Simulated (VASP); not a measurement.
# GaSb (F-43m) in VASP: single point with PBE

Aim: the single point of GaSb with PBE.

All numbers are computed with VASP 6.6.1; they aren't measurements. Logs are shortened: lines on timing, memory, paths and dates and some standing lists are left out, and cuts for length are marked.

## (1) The cell of the first run

Symmetry: F-43m, No. 216, cubic system. Conventional cell: a = 5.964 Å, b = 5.964 Å, c = 5.964 Å, α = 90.00°, β = 90.00°, γ = 90.00°. Ga (site symmetry -43m) has 4 Sb at 2.58 Å within 3.4 Å. Sb (site symmetry -43m) has 4 Ga at 2.58 Å within 3.4 Å.

## (2) Single point, PBE (strain -2.7%)

The input, INCAR:

```
SYSTEM = GaSb
ALGO = Normal ; EDIFF = 1E-6
ENCUT = 500 ; GGA = PE
GGA_COMPAT = .False. ; ISIF = 2
ISMEAR = -1 ; LASPH = .True.
LCHARG = .True. ; LELF = .True.
LREAL = .False. ; LVHAR = .True.
LWAVE = .False. ; NBANDS = 21
NELM = 120 ; PREC = Accurate
SIGMA = 0.02
```

The input, KPOINTS:

```
k-points
0
Gamma
  8 8 8
  0 0 0
```

The input, POSCAR:

```
GaSb
1.0
    0.0000000000      2.9818737211      2.9818737211
    2.9818737211      0.0000000000      2.9818737211
    2.9818737211      2.9818737211      0.0000000000
Ga Sb
1 1
Direct
    0.0000000000      0.0000000000      0.0000000000
    0.2500000000      0.2500000000      0.2500000000
```

Potentials or basis: VASP PAW PBE potentials, release 64 (Ga_d, Sb_d_GW).

Run with:

```
cat potpaw_PBE.64/Ga_d/POTCAR potpaw_PBE.64/Sb_d_GW/POTCAR > POTCAR
mpirun -np 1 vasp_std > vasp.out
```

OUTCAR:

```text
SYSTEM = GaSb
   EDIFF = 1E-6
   ENCUT = 500
   GGA = PE
   ISIF = 2
   ISMEAR = -1
   LASPH = .True.
   LREAL = .False.
   NELM = 120
   PREC = Accurate

 ion  position               nearest neighbor table
   1  0.000  0.000  0.000-   2 2.58   2 2.58   2 2.58   2 2.58
   2  0.250  0.250  0.250-   1 2.58   1 2.58   1 2.58   1 2.58

  LATTYP: Found a face centered cubic cell.
 ALAT       =     5.9637474422

  Lattice vectors:

 A1 = (   0.0000000000,   2.9818737211,   2.9818737211)
 A2 = (   2.9818737211,   0.0000000000,   2.9818737211)
 A3 = (   2.9818737211,   2.9818737211,   0.0000000000)

Analysis of symmetry for initial positions (statically):
=====================================================================
 Subroutine PRICEL returns:
 Original cell was already a primitive cell.

 Routine SETGRP: Setting up the symmetry group for a
 face centered cubic supercell.

 Subroutine GETGRP returns: Found 24 space group operations
 (whereof 24 operations were pure point group operations)
 out of a pool of 48 trial point group operations.

The static configuration has the point symmetry T_d .

Analysis of symmetry for dynamics (positions and initial velocities):
=====================================================================
 Subroutine PRICEL returns:
 Original cell was already a primitive cell.

 Routine SETGRP: Setting up the symmetry group for a
 face centered cubic supercell.

 Subroutine GETGRP returns: Found 24 space group operations
 (whereof 24 operations were pure point group operations)
 out of a pool of 48 trial point group operations.

The dynamic configuration has the point symmetry T_d .

 Subroutine INISYM returns: Found 24 space group operations
 (whereof 24 operations are pure point group operations),
 and found     1 'primitive' translations

----------------------------------------------------------------------------------------

                                     Primitive cell

  volume of cell :      53.0271

  direct lattice vectors                    reciprocal lattice vectors
     0.000000000  2.981873721  2.981873721    -0.167679804  0.167679804  0.167679804
     2.981873721  0.000000000  2.981873721     0.167679804 -0.167679804  0.167679804
     2.981873721  2.981873721  0.000000000     0.167679804  0.167679804 -0.167679804

  length of vectors
     4.217006258  4.217006258  4.217006258     0.290429939  0.290429939  0.290429939

[... 74 lines left out ...]
   ISPIN  =      1    spin polarized calculation?
   LNONCOLLINEAR =      F non collinear calculations
   LSORBIT =      F    spin-orbit coupling
   LASPH  =      T    aspherical Exc in radial PAW
   ENCUT  =  500.0 eV  36.75 Ry    6.06 a.u.   7.69  7.69  7.69*2*pi/ulx,y,z
   NELM   =    120;   NELMIN=  2; NELMDL= -5     # of ELM steps
   EDIFF  = 0.1E-05   stopping-criterion for ELM
   LREAL  =      F    real-space projection
   EDIFFG = 0.1E-04   stopping-criterion for IOM
   NSW    =      0    number of steps for IOM
   IBRION =     -1    ionic relax: 0-MD 1-quasi-New 2-CG
   NFREE  =      0    steps in history (QN), initial steepest desc. (CG)
   ISIF   =      2    stress and relaxation
   ISYM   =      2    0-nonsym 1-usesym 2-fastsym
   POTIM  = 0.5000    time-step for ionic-motion
   TEBEG  =    0.0;   TEEND  =   0.0 temperature during run
   PSTRESS=    0.0 pullay stress
   NELECT =      28.0000    total number of electrons
   NUPDOWN=      -1.0000    fix difference up-down
   EMIN   =  10.00;   EMAX   =-10.00  energy-range for DOS
   EFERMI =   0.00;   METHOD = LEGACY
   ISMEAR =    -1;   SIGMA  =   0.02  broadening in eV -4-tet -1-fermi 0-gaus
   EFERMI_NEDOS =   21; number of points for ismear=-14 and -15
   IALGO  =     38    algorithm
   IMIX   =      4    mixing-type and parameters
     AMIX     =   0.40;   BMIX     =  1.00
     AMIX_MAG =   1.60;   BMIX_MAG =  1.00
  volume/ion in A,a.u.               =      26.51       178.92
  Fermi-wavevector in a.u.,A,eV,Ry     =   1.323208  2.500501 23.822176  1.750881
  Thomas-Fermi vector in A             =   2.452833
   LORBIT       =      0    0 simple, 1 ext, 2 COOP (PROOUT), +10 PAW based schemes
   GGA     = PE    functional components
   LHFCALC =     F    Hartree Fock is set to
   AEXX    =    0.0000 exact exchange contribution
   IVDW    =     0    specifies the selected vdW correction
   LEPSILON=     F    determine dielectric tensor
   LRPA    =     F    only Hartree local field effects (RPA)
 non-spin polarized calculation
  energy-cutoff  :      500.00
  volume of cell :       53.03
 maximum number of plane-waves:      1365
   NGX = 15   NGY = 15   NGZ = 15

 number of electron      28.0000025 magnetization

 Free energy of the ion-electron system (eV)
  ---------------------------------------------------
  ext. energy  EPLUGINS =         0.00000000
  ---------------------------------------------------
  free energy    TOTEN  =        -7.24095011 eV

  energy without entropy =       -7.24095011  energy(sigma->0) =       -7.24095011

 E-fermi :   4.8675     XC(G=0):  -9.6366

 val. band max:        4.5844816730   @ k =   0.0000   0.0000   0.0000
 cond. band min:       5.1586119749   @ k =   0.5000   0.0000   0.0000
 fundamental gap:      0.5741303019
 Fermi energy:         4.8675356834

 k-point     1 :       0.0000    0.0000    0.0000
  band No.  band energies     occupation
      1     -24.3197      2.00000
      2     -24.3197      2.00000
      3     -24.3197      2.00000
      4     -24.2933      2.00000
      5     -24.2933      2.00000
      6     -10.6103      2.00000
[... 565 lines left out ...]
     20      14.4472      0.00000
     21      15.1469      0.00000

 [... further k-points ...]

------------------------ aborting loop because EDIFF is reached ----------------------------------------

  FORCE on cell =-STRESS in cart. coord.  units (eV):
  Direction    XX          YY          ZZ          XY          YZ          ZX
  --------------------------------------------------------------------------------------
  -------------------------------------------------------------------------------------
  Total        2.4417052      2.4417052      2.4417052      0.0000000      0.0000000     -0.0000000
  in kB       73.7744653     73.7744653     73.7744653      0.0000000      0.0000000     -0.0000000
  external PRESSURE =      73.7744653 kB  Pullay stress =       0.0000000 kB

 VOLUME and BASIS-vectors are now :
 -----------------------------------------------------------------------------
  energy-cutoff  :      500.00
  volume of cell :       53.03
      direct lattice vectors                 reciprocal lattice vectors
     0.000000000  2.981873721  2.981873721    -0.167679804  0.167679804  0.167679804
     2.981873721  0.000000000  2.981873721     0.167679804 -0.167679804  0.167679804
     2.981873721  2.981873721  0.000000000     0.167679804  0.167679804 -0.167679804

 POSITION                                       TOTAL-FORCE (eV/Angst)
 -----------------------------------------------------------------------------------
      0.00000      0.00000      0.00000        -0.000000      0.000000      0.000000
      1.49094      1.49094      1.49094         0.000000      0.000000     -0.000000
 -----------------------------------------------------------------------------------
    total drift:                               -0.000000     -0.000000     -0.000000

  FREE ENERGIE OF THE ION-ELECTRON SYSTEM (eV)
  ---------------------------------------------------
  free  energy   TOTEN  =        -7.2409501127 eV

  energy  without entropy=       -7.2409501076  energy(sigma->0) =       -7.24095011
```

OSZICAR:

```text
N       E                     dE             d eps       ncg     rms          rms(c)
DAV:   1     0.180606086772E+03    0.18061E+03   -0.11223E+04  1704   0.119E+04
DAV:   2     0.126222562479E+02   -0.16798E+03   -0.16213E+03  2091   0.126E+03
DAV:   3    -0.677515320441E+01   -0.19397E+02   -0.19323E+02  2035   0.174E+02
DAV:   4    -0.728455467290E+01   -0.50940E+00   -0.50901E+00  1766   0.204E+01
DAV:   5    -0.730947053627E+01   -0.24916E-01   -0.24912E-01  1737   0.378E+00    0.335E+00
DAV:   6    -0.725891387390E+01    0.50557E-01   -0.74559E-02  2040   0.539E+00    0.203E+00
DAV:   7    -0.723920817382E+01    0.19706E-01   -0.43382E-02  1859   0.496E+00    0.206E-01
DAV:   8    -0.724028230758E+01   -0.10741E-02   -0.61551E-03  1686   0.138E+00    0.770E-02
DAV:   9    -0.724089720591E+01   -0.61490E-03   -0.78997E-04  1462   0.407E-01    0.270E-02
DAV:  10    -0.724094072131E+01   -0.43515E-04   -0.10339E-04  1824   0.123E-01    0.102E-02
DAV:  11    -0.724094971091E+01   -0.89896E-05   -0.20967E-05  1579   0.595E-02    0.293E-03
DAV:  12    -0.724095011273E+01   -0.40182E-06   -0.72179E-07  1158   0.134E-02
   1 F= -.72409501E+01 E0= -.72409501E+01  d E =-.512841E-08
```

stdout:

```text
POSCAR found type information on POSCAR GaSb
 POSCAR found :  2 types and       2 ions
 scaLAPACK will be used
 LDA part: xc-table for (Slater+PW92), standard interpolation
 POSCAR, INCAR and KPOINTS ok, starting setup
 FFT: planning ... GRIDC
 FFT: planning ... GRID_SOFT
 FFT: planning ... GRID
 WAVECAR not read
 entering main loop
```

Wall time 37 s (1 thread of Intel Xeon Platinum 8259CL at 2.50GHz (Skylake/Cascade Lake), shared host); peak memory 0.2 GiB.

What came out:

```
Free energy            : -7.2410 eV
Pressure               : 7.4 GPa
Band gap on the k mesh : 0.57 eV (least direct gap 0.59 eV)
```

Caveat: the cell differs from its parent crystal (strain -2.7%); the cell stands under pressure; semilocal functionals underestimate gaps, and a narrow one can read as zero; spin-orbit coupling is left out, which moves the levels of the heavy elements.
